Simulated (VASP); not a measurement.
# TiO2 in VASP: single point with r2SCAN

Aim: the single point of TiO2 with r2SCAN.

Everything below comes from runs of VASP 6.6.1. Logs are shortened: lines on timing, memory, paths and dates and some standing lists are left out, and cuts for length are marked.

### 1 The cell of the first run

The typed cell holds 9 atoms: a = 5.711 Å, b = 5.711 Å, c = 6.274 Å, α = 90.00°, β = 90.00°, γ = 120.00°.

### 2 Single point, r2SCAN

POSCAR reads:

```
TiO2
1.0
    5.7105039791      0.0000000000      0.0000000000
   -2.8552519895      4.9454415143      0.0000000000
    0.0000000000      0.0000000000      6.2742272268
Ti O
3 6
Direct
    0.5000056298      0.5000056298      0.0000000000
    0.0000000000      0.4999943702      0.6666666667
    0.4999943702      0.0000000000      0.3333333333
    0.2124422673      0.4248628490      0.8333256009
    0.5751371510      0.7875794183      0.1666589342
    0.2124205817      0.7875577327      0.4999922675
    0.4248628490      0.2124422673      0.1666743991
    0.7875577327      0.2124205817      0.5000077325
    0.7875794183      0.5751371510      0.8333410658
```

INCAR.step1 reads:

```
SYSTEM = TiO2
PREC = Accurate
ENCUT = 520
ISMEAR = 0
SIGMA = 0.01
LREAL = .False.
LASPH = .True.
NELM = 100
NBANDS = 46
GGA = PE
ALGO = Normal
EDIFF = 1E-4
LWAVE = .True.
LCHARG = .False.
```

INCAR.step2 reads:

```
SYSTEM = TiO2
PREC = Accurate
ENCUT = 520
EDIFF = 1E-6
ISMEAR = 0
SIGMA = 0.01
LREAL = .False.
LASPH = .True.
NELM = 100
ALGO = Normal
ISIF = 2
LWAVE = .False.
LCHARG = .False.
METAGGA = R2SCAN
LMIXTAU = .True.
NBANDS = 46
ISTART = 1
```

KPOINTS reads:

```
Automatic mesh
0
Gamma
  6 6 4
  0 0 0
```

Potentials or basis: VASP PAW PBE potentials, release 64 (Ti_sv, O).

Launch:

```console
cat potpaw_PBE.64/Ti_sv/POTCAR potpaw_PBE.64/O/POTCAR > POTCAR
cp INCAR.step1 INCAR
mpirun -np 1 vasp_std > vasp.out
cp INCAR.step2 INCAR
mpirun -np 1 vasp_std > vasp.out
```

OUTCAR:

```text
SYSTEM = TiO2
   PREC = Accurate
   ENCUT = 520
   EDIFF = 1E-6
   ISMEAR = 0
   LREAL = .False.
   LASPH = .True.
   NELM = 100
   ISIF = 2
   METAGGA = R2SCAN
   ISTART = 1

 ion  position               nearest neighbor table
   1  0.500  0.500  0.000-   7 1.81   4 1.81   5 1.81   9 1.81
   2  0.000  0.500  0.667-   9 1.81   6 1.81   4 1.81   8 1.81
   3  0.500  0.000  0.333-   5 1.81   8 1.81   7 1.81   6 1.81
   4  0.212  0.425  0.833-   1 1.81   2 1.81
   5  0.575  0.788  0.167-   3 1.81   1 1.81
   6  0.212  0.788  0.500-   2 1.81   3 1.81
   7  0.425  0.212  0.167-   1 1.81   3 1.81
   8  0.788  0.212  0.500-   3 1.81   2 1.81
   9  0.788  0.575  0.833-   2 1.81   1 1.81

  LATTYP: Found a hexagonal cell.
 ALAT       =     5.7105039791
 C/A-ratio  =     1.0987168996

  Lattice vectors:

 A1 = (   5.7105039791,   0.0000000000,   0.0000000000)
 A2 = (  -2.8552519895,   4.9454415143,   0.0000000000)
 A3 = (   0.0000000000,   0.0000000000,   6.2742272268)

Analysis of symmetry for initial positions (statically):
=====================================================================
 Subroutine PRICEL returns:
 Original cell was already a primitive cell.

 Routine SETGRP: Setting up the symmetry group for a
 hexagonal supercell.

 Subroutine GETGRP returns: Found  6 space group operations
 (whereof  2 operations were pure point group operations)
 out of a pool of 24 trial point group operations.

The static configuration has the point symmetry C_2 .
 The point group associated with its full space group is D_3 .

Analysis of symmetry for dynamics (positions and initial velocities):
=====================================================================
 Subroutine PRICEL returns:
 Original cell was already a primitive cell.

 Routine SETGRP: Setting up the symmetry group for a
 hexagonal supercell.

 Subroutine GETGRP returns: Found  6 space group operations
 (whereof  2 operations were pure point group operations)
 out of a pool of 24 trial point group operations.

The dynamic configuration has the point symmetry C_2 .
 The point group associated with its full space group is D_3 .

 Subroutine INISYM returns: Found  6 space group operations
 (whereof  2 operations are pure point group operations),
 and found     1 'primitive' translations

----------------------------------------------------------------------------------------

                                     Primitive cell

  volume of cell :     177.1902

  direct lattice vectors                    reciprocal lattice vectors
     5.710503979  0.000000000  0.000000000     0.175115892  0.101103208  0.000000000
    -2.855251990  4.945441514  0.000000000     0.000000000  0.202206415  0.000000000
     0.000000000  0.000000000  6.274227227     0.000000000  0.000000000  0.159382178

  length of vectors
     5.710503979  5.710503979  6.274227227     0.202206415  0.202206415  0.159382178

  position of ions in fractional coordinates (direct lattice)
     0.500005630  0.500005630  0.000000000
     0.000000000  0.499994370  0.666666667
     0.499994370  0.000000000  0.333333333
     0.212442267  0.424862849  0.833325601
     0.575137151  0.787579418  0.166658934
     0.212420582  0.787557733  0.499992267
     0.424862849  0.212442267  0.166674399
     0.787557733  0.212420582  0.500007733
     0.787579418  0.575137151  0.833341066

  ion indices of the primitive-cell ions
   primitive index   ion index
                 1           1
                 2           2
                 3           3
                 4           4
                 5           5
                 6           6
                 7           7
                 8           8
                 9           9

----------------------------------------------------------------------------------------

 KPOINTS: Automatic mesh

Automatic generation of k-mesh.
 Grid dimensions read from file:
 generate k-points for:    6    6    4

 Generating k-lattice:

  Cartesian coordinates                     Fractional coordinates (reciprocal lattice)
     0.029185982  0.016850535  0.000000000     0.166666667  0.000000000  0.000000000
     0.000000000  0.033701069  0.000000000     0.000000000  0.166666667  0.000000000
     0.000000000  0.000000000  0.039845544     0.000000000  0.000000000  0.250000000

  Length of vectors
     0.033701069  0.033701069  0.039845544

  Shift w.r.t. Gamma in fractional coordinates (k-lattice)
     0.000000000  0.000000000  0.000000000

 Subroutine IBZKPT returns following result:
 ===========================================

 Found     24 irreducible k-points:

 Following reciprocal coordinates:
            Coordinates               Weight
  0.000000  0.000000  0.000000      1.000000
  0.166667  0.000000  0.000000      6.000000
  0.333333  0.000000  0.000000      6.000000
  0.500000  0.000000  0.000000      3.000000
  0.166667  0.166667  0.000000      6.000000
  0.333333  0.166667  0.000000     12.000000
[... 16 lines left out ...]
  0.333333  0.166667  0.500000     12.000000
  0.333333  0.333333  0.500000      2.000000
   k-points           NKPTS =     24   k-points in BZ     NKDIM =     24   number of bands    NBANDS=     46
   number of dos      NEDOS =    301   number of ions     NIONS =      9
   total plane-waves  NPLWV =  84672
   dimension x,y,z NGX =    42 NGY =   42 NGZ =   48
   dimension x,y,z NGXF=    84 NGYF=   84 NGZF=   96
   ions per type =               3   6
   NGX,Y,Z   is equivalent  to a cutoff of  12.23, 12.23, 12.72 a.u.
   NGXF,Y,Z  is equivalent  to a cutoff of  24.45, 24.45, 25.44 a.u.
 SYSTEM =  TiO2
   PREC   = accura    normal or accurate (medium, high low for compatibility)
   ISTART =      1    job   : 0-new  1-cont  2-samecut
   ICHARG =      0    charge: 1-file 2-atom 10-const
   ISPIN  =      1    spin polarized calculation?
   LNONCOLLINEAR =      F non collinear calculations
   LSORBIT =      F    spin-orbit coupling
   LASPH  =      T    aspherical Exc in radial PAW
   ENCUT  =  520.0 eV  38.22 Ry    6.18 a.u.  10.62 10.62 11.67*2*pi/ulx,y,z
   NELM   =    100;   NELMIN=  2; NELMDL=  0     # of ELM steps
   EDIFF  = 0.1E-05   stopping-criterion for ELM
   LREAL  =      F    real-space projection
   EDIFFG = 0.1E-04   stopping-criterion for IOM
   NSW    =      0    number of steps for IOM
   IBRION =     -1    ionic relax: 0-MD 1-quasi-New 2-CG
   NFREE  =      0    steps in history (QN), initial steepest desc. (CG)
   ISIF   =      2    stress and relaxation
   ISYM   =      2    0-nonsym 1-usesym 2-fastsym
   POTIM  = 0.5000    time-step for ionic-motion
   TEBEG  =    0.0;   TEEND  =   0.0 temperature during run
   PSTRESS=    0.0 pullay stress
   NELECT =      72.0000    total number of electrons
   NUPDOWN=      -1.0000    fix difference up-down
   EMIN   =  10.00;   EMAX   =-10.00  energy-range for DOS
   EFERMI =   0.00;   METHOD = LEGACY
   ISMEAR =     0;   SIGMA  =   0.01  broadening in eV -4-tet -1-fermi 0-gaus
   EFERMI_NEDOS =   21; number of points for ismear=-14 and -15
   IALGO  =     38    algorithm
   IMIX   =      4    mixing-type and parameters
     AMIX     =   0.40;   BMIX     =  1.00
     AMIX_MAG =   1.60;   BMIX_MAG =  1.00
  volume/ion in A,a.u.               =      19.69       132.86
  Fermi-wavevector in a.u.,A,eV,Ry     =   1.212567  2.291419 20.004901  1.470319
  Thomas-Fermi vector in A             =   2.348047
   LORBIT       =      0    0 simple, 1 ext, 2 COOP (PROOUT), +10 PAW based schemes
   METAGGA = R2SCAN    functional components
   LHFCALC =     F    Hartree Fock is set to
   AEXX    =    0.0000 exact exchange contribution
   IVDW    =     0    specifies the selected vdW correction
   LEPSILON=     F    determine dielectric tensor
   LRPA    =     F    only Hartree local field effects (RPA)
 non-spin polarized calculation
 Gauss-broadening in eV      SIGMA  =   0.01
  energy-cutoff  :      520.00
  volume of cell :      177.19
 maximum number of plane-waves:      4824
   NGX = 21   NGY = 21   NGZ = 23

 number of electron      71.9999992 magnetization

 Free energy of the ion-electron system (eV)
  ---------------------------------------------------
  ext. energy  EPLUGINS =         0.00000000
  ---------------------------------------------------
  free energy    TOTEN  =      -103.42313997 eV

  energy without entropy =     -103.42313997  energy(sigma->0) =     -103.42313997

 E-fermi :  -1.7008     XC(G=0):  -8.0746

 val. band max:       -1.8118824478   @ k =   0.0000   0.0000   0.5000
 cond. band min:       2.0861487368   @ k =   0.0000   0.0000   0.0000
 fundamental gap:      3.8980311845
 Fermi energy:        -1.7007847146

 k-point     1 :       0.0000    0.0000    0.0000
  band No.  band energies     occupation
      1     -59.2771      2.00000
      2     -59.2665      2.00000
      3     -59.2665      2.00000
      4     -34.6748      2.00000
      5     -34.6441      2.00000
      6     -34.6441      2.00000
[... 38 lines left out ...]
     45       4.0750      0.00000
     46       4.6865      0.00000

 k-point     2 :       0.1667    0.0000    0.0000
  band No.  band energies     occupation
      1     -59.2765      2.00000
      2     -59.2671      2.00000
      3     -59.2665      2.00000
      4     -34.6726      2.00000
      5     -34.6476      2.00000
      6     -34.6468      2.00000
[... 38 lines left out ...]
     45       4.3306      0.00000
     46       4.7581      0.00000

 k-point     3 :       0.3333    0.0000    0.0000
  band No.  band energies     occupation
      1     -59.2749      2.00000
      2     -59.2687      2.00000
      3     -59.2665      2.00000
      4     -34.6675      2.00000
      5     -34.6539      2.00000
      6     -34.6519      2.00000
[... 1018 lines left out ...]
     45       4.4292      0.00000
     46       4.7669      0.00000

 k-point    24 :       0.3333    0.3333    0.5000
  band No.  band energies     occupation
      1     -59.2735      2.00000
      2     -59.2683      2.00000
      3     -59.2683      2.00000
      4     -34.6738      2.00000
      5     -34.6494      2.00000
      6     -34.6493      2.00000
[... 38 lines left out ...]
     45       4.2686      0.00000
     46       4.7498      0.00000

------------------------ aborting loop because EDIFF is reached ----------------------------------------

  FORCE on cell =-STRESS in cart. coord.  units (eV):
  Direction    XX          YY          ZZ          XY          YZ          ZX
  --------------------------------------------------------------------------------------
  -------------------------------------------------------------------------------------
  Total        0.7119817      0.7119817      0.7347561      0.0000000     -0.0000000     -0.0000000
  in kB        6.4378324      6.4378324      6.6437614      0.0000000     -0.0000000     -0.0000000
  external PRESSURE =       6.5064754 kB  Pullay stress =       0.0000000 kB

 VOLUME and BASIS-vectors are now :
 -----------------------------------------------------------------------------
  energy-cutoff  :      520.00
  volume of cell :      177.19
      direct lattice vectors                 reciprocal lattice vectors
     5.710503979  0.000000000  0.000000000     0.175115892  0.101103208  0.000000000
    -2.855251990  4.945441514  0.000000000     0.000000000  0.202206415  0.000000000
     0.000000000  0.000000000  6.274227227     0.000000000  0.000000000  0.159382178

 POSITION                                       TOTAL-FORCE (eV/Angst)
 -----------------------------------------------------------------------------------
      1.42764      2.47275      0.00000         0.000038      0.000067      0.000000
     -1.42761      2.47269      4.18282         0.000038     -0.000067      0.000000
      2.85522      0.00000      2.09141        -0.000077     -0.000000      0.000000
      0.00006      2.10113      5.22847        -0.000035     -0.043261     -0.000033
      1.03559      3.89493      1.04566         0.037482      0.021600     -0.000033
     -1.03565      3.89482      3.13707        -0.037448      0.021660     -0.000033
      1.81960      1.05062      1.04575        -0.037448     -0.021660      0.000033
      3.89084      1.05051      3.13716         0.037482     -0.021600      0.000033
      2.85531      2.84431      5.22857        -0.000035      0.043261      0.000033
 -----------------------------------------------------------------------------------
    total drift:                                0.000001      0.000000      0.000000

  FREE ENERGIE OF THE ION-ELECTRON SYSTEM (eV)
  ---------------------------------------------------
  free  energy   TOTEN  =      -103.4231399673 eV

  energy  without entropy=     -103.4231399673  energy(sigma->0) =     -103.42313997
```

Wall time 29 min (1 thread of AMD EPYC 7R13, shared host); peak memory 0.37 GiB.

What came out:

- Free energy: -103.4231 eV
- Pressure: 0.7 GPa
- Largest force: 0.043 eV/Å
- Band gap on the k mesh: 3.90 eV, indirect (least direct gap 3.98 eV)

Forces in eV/Å, atoms in the order of the input:
```
Ti   0.000  0.000  0.000
Ti   0.000  0.000  0.000
Ti   0.000  0.000  0.000
O    0.000 -0.043  0.000
O    0.037  0.022  0.000
O   -0.037  0.022  0.000
O   -0.037 -0.022  0.000
O    0.037 -0.022  0.000
O    0.000  0.043  0.000
```

Levels at points of the mesh, in eV from the valence-band top:
```
           k point  band 32  band 33  band 34  band 35  band 36  band 37  band 38  band 39  band 40  band 41
(0.00, 0.00, 0.00)    -0.87    -0.87    -0.31    -0.31    -0.19     3.90     4.55     4.55     5.10     5.19
(0.50, 0.00, 0.00)    -0.96    -0.88    -0.87    -0.21    -0.04     4.21     4.26     4.61     5.24     5.78
(0.00, 0.00, 0.50)    -1.14    -0.51    -0.05     0.00     0.00     3.98     4.39     4.39     4.71     4.79
(0.50, 0.00, 0.50)    -0.95    -0.81    -0.53    -0.34    -0.25     4.47     4.76     4.77     5.34     5.37
```

Caveat: the PAW data sets were made with another functional, which shifts forces and pressure a little. A k mesh can miss the band edges.
